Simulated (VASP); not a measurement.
# TePb (Fm-3m) in VASP: further runs, part 3 of 3

VASP 6.6.1. Earlier steps stand in the parts before.

**5. Single point, r2SCAN (strain -2.0%)**

POSCAR

```
TePb
1.0
    0.0000000000      3.2024801118      3.2024801118
    3.2024801118      0.0000000000      3.2024801118
    3.2024801118      3.2024801118      0.0000000000
Pb Te
1 1
Direct
    0.0000000000      0.0000000000      0.0000000000
    0.5000000000      0.5000000000      0.5000000000
```

INCAR.step1

```
SYSTEM = TePb
  PREC = Accurate
  ENCUT = 520
  ISMEAR = 0
  SIGMA = 0.01
  LREAL = .False.
  LASPH = .True.
  NELM = 80
  NBANDS = 17
  GGA = PE
  ALGO = Normal
  EDIFF = 1E-4
  LWAVE = .True.
  LCHARG = .False.
```

INCAR.step2

```
SYSTEM = TePb
  PREC = Accurate
  ENCUT = 520
  EDIFF = 1E-6
  ISMEAR = 0
  SIGMA = 0.01
  LREAL = .False.
  LASPH = .True.
  NELM = 80
  ALGO = Normal
  ISIF = 2
  LWAVE = .False.
  LCHARG = .False.
  METAGGA = R2SCAN
  LMIXTAU = .True.
  NBANDS = 17
  ISTART = 1
```

KPOINTS

```
regular mesh
0
Gamma
  8 8 8
  0 0 0
```

Potentials or basis: VASP PAW PBE potentials, release 64 (Pb_d, Te).

Launch:

```
cat potpaw_PBE.64/Pb_d/POTCAR potpaw_PBE.64/Te/POTCAR > POTCAR
cp INCAR.step1 INCAR
mpirun -np 1 vasp_std > vasp.out
cp INCAR.step2 INCAR
mpirun -np 1 vasp_std > vasp.out
```

OUTCAR:

```text
SYSTEM = TePb
   PREC = Accurate
   ENCUT = 520
   EDIFF = 1E-6
   ISMEAR = 0
   LREAL = .False.
   LASPH = .True.
   NELM = 80
   ISIF = 2
   METAGGA = R2SCAN
   ISTART = 1

 ion  position               nearest neighbor table
   1  0.000  0.000  0.000-   2 3.20   2 3.20   2 3.20   2 3.20   2 3.20   2 3.20
   2  0.500  0.500  0.500-   1 3.20   1 3.20   1 3.20   1 3.20   1 3.20   1 3.20

  LATTYP: Found a face centered cubic cell.
 ALAT       =     6.4049602236

  Lattice vectors:

 A1 = (   0.0000000000,   3.2024801118,   3.2024801118)
 A2 = (   3.2024801118,   0.0000000000,   3.2024801118)
 A3 = (   3.2024801118,   3.2024801118,   0.0000000000)

Analysis of symmetry for initial positions (statically):
=====================================================================
 Subroutine PRICEL returns:
 Original cell was already a primitive cell.

 Routine SETGRP: Setting up the symmetry group for a
 face centered cubic supercell.

 Subroutine GETGRP returns: Found 48 space group operations
 (whereof 48 operations were pure point group operations)
 out of a pool of 48 trial point group operations.

The static configuration has the point symmetry O_h .

Analysis of symmetry for dynamics (positions and initial velocities):
=====================================================================
 Subroutine PRICEL returns:
 Original cell was already a primitive cell.

 Routine SETGRP: Setting up the symmetry group for a
 face centered cubic supercell.

 Subroutine GETGRP returns: Found 48 space group operations
 (whereof 48 operations were pure point group operations)
 out of a pool of 48 trial point group operations.

The dynamic configuration has the point symmetry O_h .

 Subroutine INISYM returns: Found 48 space group operations
 (whereof 48 operations are pure point group operations),
 and found     1 'primitive' translations

----------------------------------------------------------------------------------------

                                     Primitive cell

  volume of cell :      65.6885

  direct lattice vectors                    reciprocal lattice vectors
     0.000000000  3.202480112  3.202480112    -0.156128995  0.156128995  0.156128995
     3.202480112  0.000000000  3.202480112     0.156128995 -0.156128995  0.156128995
     3.202480112  3.202480112  0.000000000     0.156128995  0.156128995 -0.156128995

  length of vectors
     4.528990807  4.528990807  4.528990807     0.270423351  0.270423351  0.270423351

  position of ions in fractional coordinates (direct lattice)
     0.000000000  0.000000000  0.000000000
     0.500000000  0.500000000  0.500000000

  ion indices of the primitive-cell ions
   primitive index   ion index
                 1           1
                 2           2

----------------------------------------------------------------------------------------

 KPOINTS: regular mesh

Automatic generation of k-mesh.
 Grid dimensions read from file:
 generate k-points for:    8    8    8

 Generating k-lattice:

  Cartesian coordinates                     Fractional coordinates (reciprocal lattice)
    -0.019516124  0.019516124  0.019516124     0.125000000  0.000000000  0.000000000
     0.019516124 -0.019516124  0.019516124     0.000000000  0.125000000  0.000000000
     0.019516124  0.019516124 -0.019516124     0.000000000  0.000000000  0.125000000

  Length of vectors
     0.033802919  0.033802919  0.033802919

  Shift w.r.t. Gamma in fractional coordinates (k-lattice)
     0.000000000  0.000000000  0.000000000

 Subroutine IBZKPT returns following result:
 ===========================================

 Found     29 irreducible k-points:

 Following reciprocal coordinates:
            Coordinates               Weight
  0.000000  0.000000  0.000000      1.000000
  0.125000  0.000000  0.000000      8.000000
  0.250000  0.000000  0.000000      8.000000
  0.375000  0.000000  0.000000      8.000000
  0.500000  0.000000  0.000000      4.000000
  0.125000  0.125000  0.000000      6.000000
[... 16 lines left out ...]
  0.500000  0.250000  0.125000     48.000000
 -0.375000  0.250000  0.125000     24.000000
 [... further k-points ...]
   k-points           NKPTS =     29   k-points in BZ     NKDIM =     29   number of bands    NBANDS=     17
   number of dos      NEDOS =    301   number of ions     NIONS =      2
   total plane-waves  NPLWV =  46656
   dimension x,y,z NGX =    36 NGY =   36 NGZ =   36
   dimension x,y,z NGXF=    72 NGYF=   72 NGZF=   72
   ions per type =               1   1
   NGX,Y,Z   is equivalent  to a cutoff of  13.21, 13.21, 13.21 a.u.
   NGXF,Y,Z  is equivalent  to a cutoff of  26.43, 26.43, 26.43 a.u.
 SYSTEM =  TePb
   PREC   = accura    normal or accurate (medium, high low for compatibility)
   ISTART =      1    job   : 0-new  1-cont  2-samecut
   ICHARG =      0    charge: 1-file 2-atom 10-const
   ISPIN  =      1    spin polarized calculation?
   LNONCOLLINEAR =      F non collinear calculations
   LSORBIT =      F    spin-orbit coupling
   LASPH  =      T    aspherical Exc in radial PAW
   ENCUT  =  520.0 eV  38.22 Ry    6.18 a.u.   8.42  8.42  8.42*2*pi/ulx,y,z
   NELM   =     80;   NELMIN=  2; NELMDL=  0     # of ELM steps
   EDIFF  = 0.1E-05   stopping-criterion for ELM
   LREAL  =      F    real-space projection
   EDIFFG = 0.1E-04   stopping-criterion for IOM
   NSW    =      0    number of steps for IOM
   IBRION =     -1    ionic relax: 0-MD 1-quasi-New 2-CG
   NFREE  =      0    steps in history (QN), initial steepest desc. (CG)
   ISIF   =      2    stress and relaxation
   ISYM   =      2    0-nonsym 1-usesym 2-fastsym
   POTIM  = 0.5000    time-step for ionic-motion
   TEBEG  =    0.0;   TEEND  =   0.0 temperature during run
   PSTRESS=    0.0 pullay stress
   NELECT =      20.0000    total number of electrons
   NUPDOWN=      -1.0000    fix difference up-down
   EMIN   =  10.00;   EMAX   =-10.00  energy-range for DOS
   EFERMI =   0.00;   METHOD = LEGACY
   ISMEAR =     0;   SIGMA  =   0.01  broadening in eV -4-tet -1-fermi 0-gaus
   EFERMI_NEDOS =   21; number of points for ismear=-14 and -15
   IALGO  =     38    algorithm
   IMIX   =      4    mixing-type and parameters
     AMIX     =   0.40;   BMIX     =  1.00
     AMIX_MAG =   1.60;   BMIX_MAG =  1.00
  volume/ion in A,a.u.               =      32.84       221.64
  Fermi-wavevector in a.u.,A,eV,Ry     =   1.101341  2.081232 16.503207  1.212952
  Thomas-Fermi vector in A             =   2.237766
   LORBIT       =      0    0 simple, 1 ext, 2 COOP (PROOUT), +10 PAW based schemes
   METAGGA = R2SCAN    functional components
   LHFCALC =     F    Hartree Fock is set to
   AEXX    =    0.0000 exact exchange contribution
   IVDW    =     0    specifies the selected vdW correction
   LEPSILON=     F    determine dielectric tensor
   LRPA    =     F    only Hartree local field effects (RPA)
 non-spin polarized calculation
 Gauss-broadening in eV      SIGMA  =   0.01
  energy-cutoff  :      520.00
  volume of cell :       65.69
 maximum number of plane-waves:      1807
 NGX is ok and might be reduce to    36
   NGX = 17   NGY = 17   NGZ = 17

 number of electron      20.0000000 magnetization

 Free energy of the ion-electron system (eV)
  ---------------------------------------------------
  ext. energy  EPLUGINS =         0.00000000
  ---------------------------------------------------
  free energy    TOTEN  =       -82.67019741 eV

  energy without entropy =      -82.67019741  energy(sigma->0) =      -82.67019741

 E-fermi :   6.0120     XC(G=0):  -9.9455

 val. band max:        5.8870470935   @ k =   0.5000   0.0000   0.0000
 cond. band min:       6.8449195529   @ k =   0.5000   0.0000   0.0000
 fundamental gap:      0.9578724594
 Fermi energy:         6.0119548724

 k-point     1 :       0.0000    0.0000    0.0000
  band No.  band energies     occupation
      1     -11.5541      2.00000
      2     -11.5541      2.00000
      3     -11.5395      2.00000
      4     -11.5395      2.00000
      5     -11.5395      2.00000
      6      -6.8879      2.00000
[... 9 lines left out ...]
     16      11.9821      0.00000
     17      13.6016      0.00000

 k-point     2 :       0.1250    0.0000    0.0000
  band No.  band energies     occupation
      1     -11.5565      2.00000
      2     -11.5565      2.00000
      3     -11.5390      2.00000
      4     -11.5371      2.00000
      5     -11.5371      2.00000
      6      -6.7418      2.00000
[... 9 lines left out ...]
     16      12.2925      0.00000
     17      14.7578      0.00000
[... 421 lines left out ...]
 k-point    24 :      -0.3750    0.2500    0.1250
  band No.  band energies     occupation
      1     -11.5918      2.00000
      2     -11.5648      2.00000
      3     -11.5327      2.00000
      4     -11.5263      2.00000
      5     -11.5170      2.00000
      6      -5.0775      2.00000
[... 9 lines left out ...]
     16      16.1624      0.00000
     17      16.6674      0.00000

 [... further k-points ...]
[... 5 lines left out ...]
  --------------------------------------------------------------------------------------
  -------------------------------------------------------------------------------------
  Total        1.1924335      1.1924335      1.1924335      0.0000000      0.0000000      0.0000000
  in kB       29.0840867     29.0840867     29.0840867      0.0000000      0.0000000      0.0000000
  external PRESSURE =      29.0840867 kB  Pullay stress =       0.0000000 kB

 VOLUME and BASIS-vectors are now :
 -----------------------------------------------------------------------------
  energy-cutoff  :      520.00
  volume of cell :       65.69
      direct lattice vectors                 reciprocal lattice vectors
     0.000000000  3.202480112  3.202480112    -0.156128995  0.156128995  0.156128995
     3.202480112  0.000000000  3.202480112     0.156128995 -0.156128995  0.156128995
     3.202480112  3.202480112  0.000000000     0.156128995  0.156128995 -0.156128995

 POSITION                                       TOTAL-FORCE (eV/Angst)
 -----------------------------------------------------------------------------------
      0.00000      0.00000      0.00000         0.000000      0.000000     -0.000000
      3.20248      3.20248      3.20248         0.000000      0.000000      0.000000
 -----------------------------------------------------------------------------------
    total drift:                               -0.000000      0.000000      0.000000

  FREE ENERGIE OF THE ION-ELECTRON SYSTEM (eV)
  ---------------------------------------------------
  free  energy   TOTEN  =       -82.6701974053 eV

  energy  without entropy=      -82.6701974053  energy(sigma->0) =      -82.67019741
```

Wall time 2.3 min (1 thread of Intel Xeon 8259CL, shared host); peak memory 0.23 GiB.

What came out:

```yaml
Free_energy: -82.6702 eV
Pressure: 2.9 GPa
Band_gap_on_the_k_mesh: 0.96 eV
```

Levels at points of the mesh, in eV from the valence-band top:
```csv
k point,band 7,band 8,band 9,band 10,band 11,band 12,band 13,band 14
"(0.00, 0.00, 0.00)",-5.57,-1.63,-1.63,-1.63,4.36,4.36,4.36,6.10
"(0.50, 0.00, 0.00)",-9.07,-1.13,-1.13,0.00,0.96,1.32,1.32,8.97
"(0.50, 0.50, 0.00)",-7.56,-4.93,-3.16,-3.16,3.45,5.91,5.91,7.32
```

Caveat: the cell differs from its parent crystal (strain -2.0%); the PAW data sets were made with another functional, which shifts forces and pressure a little; spin-orbit coupling is left out, which moves the levels of the heavy elements. A k mesh can miss the band edges.

**6. Single point, r2SCAN (strain -1.0%)**

POSCAR

```
TePb
1.0
    0.0000000000      3.2351584803      3.2351584803
    3.2351584803      0.0000000000      3.2351584803
    3.2351584803      3.2351584803      0.0000000000
Pb Te
1 1
Direct
    0.0000000000      0.0000000000      0.0000000000
    0.5000000000      0.5000000000      0.5000000000
```

INCAR.step1

```
SYSTEM = TePb
  ALGO = Normal
  EDIFF = 1E-4
  ENCUT = 520
  GGA = PE
  ISMEAR = 0
  LASPH = .True.
  LCHARG = .False.
  LREAL = .False.
  LWAVE = .True.
  NBANDS = 17
  NELM = 80
  PREC = Accurate
  SIGMA = 0.01
```

INCAR.step2

```
SYSTEM = TePb
  ALGO = Normal
  EDIFF = 1E-7
  ENCUT = 520
  ISIF = 2
  ISMEAR = 0
  ISTART = 1
  LASPH = .True.
  LCHARG = .True.
  LELF = .True.
  LMIXTAU = .True.
  LREAL = .False.
  LVHAR = .True.
  LWAVE = .False.
  METAGGA = R2SCAN
  NBANDS = 17
  NELM = 80
  PREC = Accurate
  SIGMA = 0.01
```

KPOINTS

```
k-points
0
Gamma
  8 8 8
  0 0 0
```

Potentials or basis: VASP PAW PBE potentials, release 64 (Pb_d, Te).

Launch:

```
cat potpaw_PBE.64/Pb_d/POTCAR potpaw_PBE.64/Te/POTCAR > POTCAR
cp INCAR.step1 INCAR
mpirun -np 1 vasp_std > vasp.out
cp INCAR.step2 INCAR
mpirun -np 1 vasp_std > vasp.out
```

OUTCAR:

```text
SYSTEM = TePb
   EDIFF = 1E-7
   ENCUT = 520
   ISIF = 2
   ISMEAR = 0
   ISTART = 1
   LASPH = .True.
   LREAL = .False.
   METAGGA = R2SCAN
   NELM = 80
   PREC = Accurate

 ion  position               nearest neighbor table
   1  0.000  0.000  0.000-   2 3.24   2 3.24   2 3.24   2 3.24   2 3.24   2 3.24
   2  0.500  0.500  0.500-   1 3.24   1 3.24   1 3.24   1 3.24   1 3.24   1 3.24

  LATTYP: Found a face centered cubic cell.
 ALAT       =     6.4703169606

  Lattice vectors:

 A1 = (   0.0000000000,   3.2351584803,   3.2351584803)
 A2 = (   3.2351584803,   0.0000000000,   3.2351584803)
 A3 = (   3.2351584803,   3.2351584803,   0.0000000000)

Analysis of symmetry for initial positions (statically):
=====================================================================
 Subroutine PRICEL returns:
 Original cell was already a primitive cell.

 Routine SETGRP: Setting up the symmetry group for a
 face centered cubic supercell.

 Subroutine GETGRP returns: Found 48 space group operations
 (whereof 48 operations were pure point group operations)
 out of a pool of 48 trial point group operations.

The static configuration has the point symmetry O_h .

Analysis of symmetry for dynamics (positions and initial velocities):
[... 155 lines left out ...]
  ---------------------------------------------------
  free energy    TOTEN  =       -82.69734471 eV

  energy without entropy =      -82.69734471  energy(sigma->0) =      -82.69734471

 E-fermi :   5.5891     XC(G=0):  -9.7975

 val. band max:        5.4667091182   @ k =   0.5000   0.0000   0.0000
 cond. band min:       6.4963010466   @ k =   0.5000   0.0000   0.0000
 fundamental gap:      1.0295919284
 Fermi energy:         5.5890830095

 k-point     1 :       0.0000    0.0000    0.0000
  band No.  band energies     occupation
      1     -11.9056      2.00000
      2     -11.9056      2.00000
      3     -11.8939      2.00000
      4     -11.8939      2.00000
      5     -11.8939      2.00000
      6      -7.0223      2.00000
[... 457 lines left out ...]
      4     -11.8822      2.00000
      5     -11.8742      2.00000
      6      -5.3163      2.00000
[... 9 lines left out ...]
     16      15.7418      0.00000
     17      16.2250      0.00000

 [... further k-points ...]
[... 5 lines left out ...]
  --------------------------------------------------------------------------------------
  -------------------------------------------------------------------------------------
  Total        0.5645397      0.5645397      0.5645397      0.0000000     -0.0000000     -0.0000000
  in kB       13.3563686     13.3563686     13.3563686      0.0000000     -0.0000000     -0.0000000
  external PRESSURE =      13.3563686 kB  Pullay stress =       0.0000000 kB

 VOLUME and BASIS-vectors are now :
 -----------------------------------------------------------------------------
  energy-cutoff  :      520.00
  volume of cell :       67.72
      direct lattice vectors                 reciprocal lattice vectors
     0.000000000  3.235158480  3.235158480    -0.154551934  0.154551934  0.154551934
     3.235158480  0.000000000  3.235158480     0.154551934 -0.154551934  0.154551934
     3.235158480  3.235158480  0.000000000     0.154551934  0.154551934 -0.154551934

 POSITION                                       TOTAL-FORCE (eV/Angst)
 -----------------------------------------------------------------------------------
      0.00000      0.00000      0.00000        -0.000000      0.000000      0.000000
      3.23516      3.23516      3.23516         0.000000     -0.000000     -0.000000
 -----------------------------------------------------------------------------------
    total drift:                               -0.000000      0.000000      0.000000

  FREE ENERGIE OF THE ION-ELECTRON SYSTEM (eV)
  ---------------------------------------------------
  free  energy   TOTEN  =       -82.6973447139 eV

  energy  without entropy=      -82.6973447139  energy(sigma->0) =      -82.69734471
```

OSZICAR.step1:

```text
N       E                     dE             d eps       ncg     rms          rms(c)
DAV:   1     0.148042087551E+03    0.14804E+03   -0.90532E+03   986   0.113E+03
DAV:   2     0.263051623137E+01   -0.14541E+03   -0.14140E+03  1055   0.291E+02
DAV:   3    -0.734479812934E+01   -0.99753E+01   -0.98843E+01  1274   0.827E+01
DAV:   4    -0.761495172327E+01   -0.27015E+00   -0.26999E+00  1259   0.153E+01
DAV:   5    -0.762757368429E+01   -0.12622E-01   -0.12622E-01  1460   0.303E+00    0.330E+00
DAV:   6    -0.750607139766E+01    0.12150E+00   -0.26695E-01  1443   0.360E+00    0.203E+00
DAV:   7    -0.750270800475E+01    0.33634E-02   -0.83007E-02  1198   0.139E+00    0.906E-01
DAV:   8    -0.750464707145E+01   -0.19391E-02   -0.96468E-03  1189   0.993E-01    0.154E-01
DAV:   9    -0.750453648288E+01    0.11059E-03   -0.13421E-03  1421   0.395E-01    0.695E-02
DAV:  10    -0.750456120263E+01   -0.24720E-04   -0.17296E-04   993   0.107E-01
   1 F= -.75045612E+01 E0= -.75045612E+01  d E =-.369013E-18
```

Wall time 2.9 min (1 thread of Intel Xeon 8259CL, shared host); peak memory 0.24 GiB.

Results:

| Property | Result |
| --- | --- |
| Free energy | -82.6973 eV |
| Pressure | 1.3 GPa |
| Band gap on the k mesh | 1.03 eV |

Levels at points of the mesh, in eV from the valence-band top:
| k point | band 7 | band 8 | band 9 | band 10 | band 11 | band 12 | band 13 | band 14 |
| --- | --- | --- | --- | --- | --- | --- | --- | --- |
| (0.00, 0.00, 0.00) | -5.65 | -1.49 | -1.49 | -1.49 | 4.34 | 4.34 | 4.34 | 6.19 |
| (0.50, 0.00, 0.00) | -8.88 | -1.01 | -1.01 | 0.00 | 1.03 | 1.42 | 1.42 | 8.94 |
| (0.50, 0.50, 0.00) | -7.50 | -4.66 | -2.95 | -2.95 | 3.60 | 5.81 | 5.81 | 7.15 |

Caveat: the cell differs from its parent crystal (strain -1.0%); the PAW data sets were made with another functional, which shifts forces and pressure a little; spin-orbit coupling is left out, which moves the levels of the heavy elements.

**7. Summary**

| level | cell | smearing | gap on the mesh (eV) | pressure (GPa) |
| --- | --- | --- | --- | --- |
| PBE | a = 4.806 Å, angles 60.0°, 2 atoms | fermi-dirac 0.02 eV | 0.98 | -3.2 |
| r2SCAN | a = 4.437 Å, angles 60.0°, 2 atoms | gaussian 0.01 eV | 0.79 | 6.8 |
| r2SCAN | a = 4.483 Å, angles 60.0°, 2 atoms | gaussian 0.01 eV | 0.88 | 4.7 |
| r2SCAN | a = 4.529 Å, angles 60.0°, 2 atoms | gaussian 0.01 eV | 0.96 | 2.9 |
| r2SCAN | a = 4.575 Å, angles 60.0°, 2 atoms | gaussian 0.01 eV | 1.03 | 1.3 |

Alike in all rows: task single point; potentials or basis VASP PAW PBE potentials, release 64 (Pb_d, Te); no spin polarisation; k mesh 8 × 8 × 8; cutoff (eV) 520.

Caveats: spin-orbit coupling is left out, which moves the levels of the heavy elements; the PAW data sets were made with another functional, which shifts forces and pressure a little (at least some runs); the cell stands under pressure (at least some runs); the cell stands under tension (at least some runs).

Total energies depend on the potentials used, so only differences within one code and one set of settings carry meaning.
